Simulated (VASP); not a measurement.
# As in VASP: notebook, part 2 of 2

VASP 6.6.1. The steps go on from the part before.

### 4 Relaxation of cell and atoms, PBEsol, target pressure 5 GPa, at which the enthalpy is minimised

INCAR reads:

```
PREC = Accurate ; ENCUT = 600
EDIFF = 1E-6 ; ISMEAR = -1
SIGMA = 0.05 ; LREAL = F
LASPH = T ; NELM = 60
ALGO = Normal ; ISIF = 3
LWAVE = F ; LCHARG = F
GGA = PS ; IBRION = 2
NSW = 80 ; EDIFFG = -0.01
PSTRESS = 50.0
```

KPOINTS reads:

```
Automatic mesh
0
Gamma
  9 9 9
```

POSCAR reads:

```
As
1.0
    1.8807968987      1.0858785957      3.5140619945
   -1.8807968987      1.0858785957      3.5140619945
    0.0000000000     -2.1717571915      3.5140619945
As
2
Direct
    0.2260000000      0.2260000000      0.2260000000
    0.7740000000      0.7740000000      0.7740000000
```

Potentials or basis: VASP PAW PBE potentials, release 64 (As).

Command:

```sh
> cat potpaw_PBE.64/As/POTCAR > POTCAR
> mpirun -np 1 vasp_std > vasp.out
```

OUTCAR:

```text
PREC = Accurate
   ENCUT = 600
   EDIFF = 1E-6
   ISMEAR = -1
   LREAL = F
   LASPH = T
   NELM = 60
   ISIF = 3
   GGA = PS
   IBRION = 2
   NSW = 80
   EDIFFG = -0.01
   PSTRESS = 50.0

 ion  position               nearest neighbor table
   1  0.226  0.226  0.226-   2 2.51   2 2.51   2 2.51
   2  0.774  0.774  0.774-   1 2.51   1 2.51   1 2.51

  LATTYP: Found a trigonal (rhomboedric) cell.
 ALAT       =     4.1310000000
 COS(alpha) =     0.5854247172

  Lattice vectors:

 A1 = (   1.8807968987,   1.0858785957,   3.5140619945)
 A2 = (  -1.8807968987,   1.0858785957,   3.5140619945)
 A3 = (   0.0000000000,  -2.1717571915,   3.5140619945)

Analysis of symmetry for initial positions (statically):
=====================================================================
 Subroutine PRICEL returns:
 Original cell was already a primitive cell.

 Routine SETGRP: Setting up the symmetry group for a
 trigonal (rhombohedral) supercell.

 Subroutine GETGRP returns: Found 12 space group operations
 (whereof 12 operations were pure point group operations)
 out of a pool of 12 trial point group operations.

The static configuration has the point symmetry D_3d.

Analysis of symmetry for dynamics (positions and initial velocities):
=====================================================================
 Subroutine PRICEL returns:
 Original cell was already a primitive cell.

 Routine SETGRP: Setting up the symmetry group for a
 trigonal (rhombohedral) supercell.

 Subroutine GETGRP returns: Found 12 space group operations
 (whereof 12 operations were pure point group operations)
 out of a pool of 12 trial point group operations.

The dynamic configuration has the point symmetry D_3d.

 Subroutine INISYM returns: Found 12 space group operations
 (whereof 12 operations are pure point group operations),
 and found     1 'primitive' translations

----------------------------------------------------------------------------------------

                                     Primitive cell

  volume of cell :      43.0610

  direct lattice vectors                    reciprocal lattice vectors
     1.880796899  1.085878596  3.514061995     0.265844760  0.153485544  0.094856987
    -1.880796899  1.085878596  3.514061995    -0.265844760  0.153485544  0.094856987
     0.000000000 -2.171757191  3.514061995     0.000000000 -0.306971087  0.094856987

  length of vectors
     4.131000000  4.131000000  4.131000000     0.321292852  0.321292852  0.321292852

  position of ions in fractional coordinates (direct lattice)
     0.226000000  0.226000000  0.226000000
     0.774000000  0.774000000  0.774000000

  ion indices of the primitive-cell ions
   primitive index   ion index
                 1           1
                 2           2

----------------------------------------------------------------------------------------

 KPOINTS: Automatic mesh

Automatic generation of k-mesh.
 Grid dimensions read from file:
 generate k-points for:    9    9    9

 Generating k-lattice:

  Cartesian coordinates                     Fractional coordinates (reciprocal lattice)
[... 49 lines left out ...]
   NGXF,Y,Z  is equivalent  to a cutoff of  28.98, 28.98, 28.98 a.u.
 SYSTEM =  unknown system
   PREC   = accura    normal or accurate (medium, high low for compatibility)
   ISTART =      0    job   : 0-new  1-cont  2-samecut
   ICHARG =      2    charge: 1-file 2-atom 10-const
   ISPIN  =      1    spin polarized calculation?
   LNONCOLLINEAR =      F non collinear calculations
   LSORBIT =      F    spin-orbit coupling
   LASPH  =      T    aspherical Exc in radial PAW
   ENCUT  =  600.0 eV  44.10 Ry    6.64 a.u.   8.25  8.25  8.25*2*pi/ulx,y,z
   NELM   =     60;   NELMIN=  2; NELMDL= -5     # of ELM steps
   EDIFF  = 0.1E-05   stopping-criterion for ELM
   LREAL  =      F    real-space projection
   EDIFFG = -.1E-01   stopping-criterion for IOM
   NSW    =     80    number of steps for IOM
   IBRION =      2    ionic relax: 0-MD 1-quasi-New 2-CG
   NFREE  =      1    steps in history (QN), initial steepest desc. (CG)
   ISIF   =      3    stress and relaxation
   ISYM   =      2    0-nonsym 1-usesym 2-fastsym
   POTIM  = 0.5000    time-step for ionic-motion
   TEBEG  =    0.0;   TEEND  =   0.0 temperature during run
   PSTRESS=   50.0 pullay stress
   NELECT =      10.0000    total number of electrons
   NUPDOWN=      -1.0000    fix difference up-down
   EMIN   =  10.00;   EMAX   =-10.00  energy-range for DOS
   EFERMI =   0.00;   METHOD = LEGACY
   ISMEAR =    -1;   SIGMA  =   0.05  broadening in eV -4-tet -1-fermi 0-gaus
   EFERMI_NEDOS =   21; number of points for ismear=-14 and -15
   IALGO  =     38    algorithm
   IMIX   =      4    mixing-type and parameters
     AMIX     =   0.40;   BMIX     =  1.00
     AMIX_MAG =   1.60;   BMIX_MAG =  1.00
  volume/ion in A,a.u.               =      21.53       145.29
  Fermi-wavevector in a.u.,A,eV,Ry     =   1.006268  1.901570 13.776916  1.012575
  Thomas-Fermi vector in A             =   2.138999
   LORBIT       =      0    0 simple, 1 ext, 2 COOP (PROOUT), +10 PAW based schemes
   GGA     = PS    functional components
   LHFCALC =     F    Hartree Fock is set to
   AEXX    =    0.0000 exact exchange contribution
   IVDW    =     0    specifies the selected vdW correction
   LEPSILON=     F    determine dielectric tensor
   LRPA    =     F    only Hartree local field effects (RPA)
 conjugate gradient relaxation of ions
 non-spin polarized calculation
  energy-cutoff  :      600.00
  volume of cell :       43.06
 maximum number of plane-waves:      1461
 NGX is ok and might be reduce to    36

--------------------------------------- Ionic step        1  -------------------------------------------

 number of electron      10.0000000 magnetization

 Free energy of the ion-electron system (eV)
  ---------------------------------------------------
  ext. energy  EPLUGINS =         0.00000000
  ---------------------------------------------------
  free energy    TOTEN  =       -10.20488266 eV

  energy without entropy =      -10.20334852  energy(sigma->0) =      -10.20411559

------------------------ aborting loop because EDIFF is reached ----------------------------------------

  FORCE on cell =-STRESS in cart. coord.  units (eV):
  Direction    XX          YY          ZZ          XY          YZ          ZX
  --------------------------------------------------------------------------------------
  -------------------------------------------------------------------------------------
  Total        0.2653645      0.2653645      0.0282156     -0.0000000     -0.0000000      0.0000000
  in kB        9.8734640      9.8734640      1.0498211     -0.0000000     -0.0000000      0.0000000
  external PRESSURE =     -43.0677503 kB  Pullay stress =      50.0000000 kB
[... 97 lines left out ...]
  energy  without entropy=      -10.1581939987  energy(sigma->0) =      -10.15903269

  enthalpy is  TOTEN    =        -8.9144417607 eV   P V=        1.2454296119

[... ionic steps 4 to 8 ...]

--------------------------------------- Ionic step        9  -------------------------------------------

 number of electron      10.0000000 magnetization

------------------------ aborting loop because EDIFF is reached ----------------------------------------
[... 71 lines left out ...]
--------------------------------------- Ionic step       11  -------------------------------------------

 number of electron      10.0000000 magnetization

 Free energy of the ion-electron system (eV)
  ---------------------------------------------------
  ext. energy  EPLUGINS =         0.00000000
  ---------------------------------------------------
  free energy    TOTEN  =       -10.18203163 eV

  energy without entropy =      -10.17981608  energy(sigma->0) =      -10.18092385

 E-fermi :   6.4772     XC(G=0): -10.6036

 val. band max:        6.4760032793   @ k =   0.3333   0.1111   0.1111
 cond. band min:       6.4948122791   @ k =   0.3333   0.2222   0.2222
 fundamental gap:      0.0188089999
 Fermi energy:         6.4772136953

 k-point     1 :       0.0000    0.0000    0.0000
  band No.  band energies     occupation
      1      -9.2695      2.00000
      2       1.3626      2.00000
      3       4.0127      2.00000
      4       4.2206      2.00000
      5       4.2206      2.00000
      6       9.0269      0.00000
      7       9.8801      0.00000
      8       9.8801      0.00000
      9      12.5571      0.00000
[... 265 lines left out ...]
 k-point    24 :       0.4444    0.4444   -0.0000
  band No.  band energies     occupation
      1      -6.2725      2.00000
      2      -2.8622      2.00000
      3      -0.3105      2.00000
      4       1.7709      2.00000
      5       1.8107      2.00000
      6       7.9497      0.00000
      7      12.5689      0.00000
      8      13.2273      0.00000
      9      14.4146      0.00000

 [... further k-points ...]
[... 5 lines left out ...]
  --------------------------------------------------------------------------------------
  -------------------------------------------------------------------------------------
  Total        1.2182348      1.2182348      1.2170475      0.0000000     -0.0000000      0.0000000
  in kB       50.3119320     50.3119320     50.2628982      0.0000000     -0.0000000      0.0000000
  external PRESSURE =       0.2955874 kB  Pullay stress =      50.0000000 kB
[... 21 lines left out ...]
  energy  without entropy=      -10.1798160787  energy(sigma->0) =      -10.18092385

  enthalpy is  TOTEN    =        -8.9713498789 eV   P V=        1.2106817486

 reached required accuracy - stopping structural energy minimisation
```

OSZICAR:

```text
N       E                     dE             d eps       ncg     rms          rms(c)
DAV:   1     0.336009130111E+02    0.33601E+02   -0.46782E+03  1530   0.104E+03
DAV:   2    -0.888010320737E+01   -0.42481E+02   -0.41256E+02  2351   0.128E+02
DAV:   3    -0.102327267819E+02   -0.13526E+01   -0.13416E+01  1716   0.283E+01
[... 72 lines left out ...]
       N       E                     dE             d eps       ncg     rms          rms(c)
DAV:   1    -0.101825148684E+02   -0.78757E-02   -0.16495E-02  1720   0.812E-01    0.108E-01
DAV:   2    -0.101821778502E+02    0.33702E-03   -0.44863E-04  1624   0.161E-01    0.617E-02
DAV:   3    -0.101820323242E+02    0.14553E-03   -0.35222E-04  1668   0.109E-01    0.114E-02
DAV:   4    -0.101820316275E+02    0.69674E-06   -0.43509E-06  1632   0.178E-02
  11 F= -.89713499E+01 E0= -.89702421E+01  d E =-.311245E-03
```

It took 2.1 min on 1 thread of Intel Xeon 6975P-C (Granite Rapids), shared host; peak memory 0.23 GiB.

What came out:

```yaml
Free_energy: -10.1820 eV
Relaxed_volume: 19.40 Å³/atom
Relaxed_cell: a = 3.870 Å, b = 3.870 Å, c = 3.870 Å, α = 57.66°, β = 57.66°, γ = 57.66°
Space_group_after_relaxing_to_0.05_Å: R-3m (No. 166)
Energy_change_on_relaxing_the_enthalpy_is_what_falls: +11.4 meV/atom
Ionic_steps: 11
Pressure_after_relaxing: 5.0 GPa
Largest_force_after_relaxing: 0.005 eV/Å
Band_gap_on_the_k_mesh: zero (band 5 reaches 6.49 eV, above the bottom of band 6 at 6.41 eV)
```

Forces in eV/Å, atoms in the order of the input:
```
As   0.000  0.000 -0.005
As   0.000  0.000  0.005
```

The path:
```
step  energy change (eV)  largest force (eV/Å)  pressure (GPa)  volume (Å³)
   1              0.0000                0.4400            0.69        43.06
   2              0.0569                0.7043            7.31        39.55
   3              0.0450                0.6692            6.53        39.91
   4              0.0278                0.1281            5.56        39.14
   5              0.0370                0.1431            5.26        38.67
   6              0.0352                0.1150            5.29        38.72
   7              0.0233                0.0790            4.86        38.86
   8              0.0183                0.0526            4.56        38.95
   9              0.0181                0.0506            4.54        38.96
  10              0.0302                0.0578            5.69        38.58
  11              0.0229                0.0052            5.03        38.79
```

Final structure:
```
As
1.0
     1.86644    1.07759    3.21479
    -1.86644    1.07759    3.21479
     0.00000   -2.15518    3.21479
As
2
Direct
  0.23386 0.23386 0.23386
  0.76614 0.76614 0.76614
```

Caveat: the cell is relaxed towards a set pressure, so the enthalpy falls and the energy may rise; the PAW data sets were made with another functional, which shifts forces and pressure a little.

### 5 Relaxation of cell and atoms, PBEsol, target pressure 20 GPa, at which the enthalpy is minimised

INCAR reads:

```
  PREC = Accurate
  ENCUT = 600
  EDIFF = 1E-7
  ISMEAR = -1
  SIGMA = 0.05
  LREAL = F
  LASPH = T
  NELM = 100
  ALGO = Normal
  ISIF = 3
  LWAVE = F
  LCHARG = F
  GGA = PS
  IBRION = 2
  NSW = 80
  EDIFFG = -0.01
  PSTRESS = 200.0
```

KPOINTS reads:

```
regular mesh
0
Gamma
  9 9 9
```

POSCAR is that of step 4.

Command:

```sh
> cat potpaw_PBE.64/As/POTCAR > POTCAR
> mpirun -np 1 vasp_std > vasp.out
```

Run time: 3.9 min. Hardware: 1 thread of Intel Xeon 6975P-C (Granite Rapids), shared host; peak memory 0.23 GiB.

It converged, with:

| Property | Result |
| --- | --- |
| Free energy | -9.8263 eV |
| Relaxed volume | 16.94 Å³/atom |
| Relaxed cell | a = 3.655 Å, b = 3.655 Å, c = 3.655 Å, α = 59.19°, β = 59.19°, γ = 59.19° |
| Space group after relaxing (to 0.05 Å) | R-3m (No. 166) |
| Energy change on relaxing (the enthalpy is what falls) | +189.3 meV/atom |
| Ionic steps | 18 |
| Pressure after relaxing | 20.0 GPa |
| Band gap on the k mesh | zero (band 5 reaches 8.32 eV, above the bottom of band 6 at 7.53 eV) |

The path:
```
step  energy change (eV)  largest force (eV/Å)  pressure (GPa)  volume (Å³)
   1              0.0000                0.4398            0.69        43.06
   2              2.1813                4.4466           70.93        28.83
   3              0.3572                1.8025           19.56        36.28
   4              0.3914                1.8794           20.74        35.99
   5              0.3934                0.6218           21.88        34.16
   6              0.4783                0.1672           23.81        33.27
   7              0.2458                0.1896           14.24        35.19
   8              0.3604                0.0123           19.29        34.12
   9              0.3594                0.0108           19.40        34.07
  10              0.3627                0.0197           19.59        34.01
  11              0.3832                0.0443           20.04        33.87
  12              0.3663                0.0225           19.70        33.98
  13              0.3673                0.0236           19.73        33.97
  14              0.3669                0.0231           19.72        33.97
  15              0.3880                0.0356           20.50        33.80
  16              0.3763                0.0287           20.07        33.90
  17              0.3774                0.0129           20.03        33.89
  18              0.3786                0.0017           20.00        33.88
```

Final structure:
```cif
data_structure
_symmetry_space_group_name_H-M 'P 1'
_symmetry_Int_Tables_number 1
_cell_length_a 3.6546
_cell_length_b 3.6546
_cell_length_c 3.6546
_cell_angle_alpha 59.191
_cell_angle_beta 59.191
_cell_angle_gamma 59.191
_cell_volume 33.88
loop_
_atom_site_label
_atom_site_type_symbol
_atom_site_fract_x
_atom_site_fract_y
_atom_site_fract_z
_atom_site_occupancy
As1 As 0.24061 0.24061 0.24061 1
As2 As 0.75939 0.75939 0.75939 1
```

Levels at points of the mesh, in eV from the Fermi level:
| k point | band 2 | band 3 | band 4 | band 5 | band 6 | band 7 | band 8 | band 9 |
| --- | --- | --- | --- | --- | --- | --- | --- | --- |
| (0.00, 0.00, 0.00) | -3.79 | -2.38 | -2.27 | -2.27 | 3.79 | 4.32 | 4.32 | 5.80 |

Caveat: the cell is relaxed towards a set pressure, so the enthalpy falls and the energy may rise; the volume moved by over 15 % at a fixed basis, so the end points are rough; the PAW data sets were made with another functional, which shifts forces and pressure a little.

### 6 Summary

| task | level | cell | k mesh | cutoff (eV) | smearing | gap on the mesh (eV) | pressure (GPa) | largest force (eV/Å) |
| --- | --- | --- | --- | --- | --- | --- | --- | --- |
| single point | PBE | as given | 6 × 6 × 6 | 520 | fermi-dirac 0.1 eV | none | 4.5 | 0.69 |
| single point | r2SCAN | as given | 10 × 10 × 10 | 520 | methfessel-paxton 0.05 eV | none | 1.9 | 0.21 |
| relaxation of cell and atoms | PBEsol | relaxed to 5 GPa | 9 × 9 × 9 | 600 | fermi-dirac 0.05 eV | none | 5.0 | 0.01 |
| relaxation of cell and atoms | PBEsol | relaxed to 20 GPa | 9 × 9 × 9 | 600 | fermi-dirac 0.05 eV | none | 20.0 | - |

Some of these runs hold the atoms at other places in the same cell, which the table doesn't show; runs alike in all that it shows share one row.

Alike in all rows: potentials or basis VASP PAW PBE potentials, release 64 (As); no spin polarisation.

Caveats: the PAW data sets were made with another functional, which shifts forces and pressure a little (some runs); the cell is relaxed towards a set pressure, so the enthalpy falls and the energy may rise (some runs); the volume moved by over 15 % at a fixed basis, so the end points are rough (some runs).

Absolute energies hang on the potentials; compare differences alone.
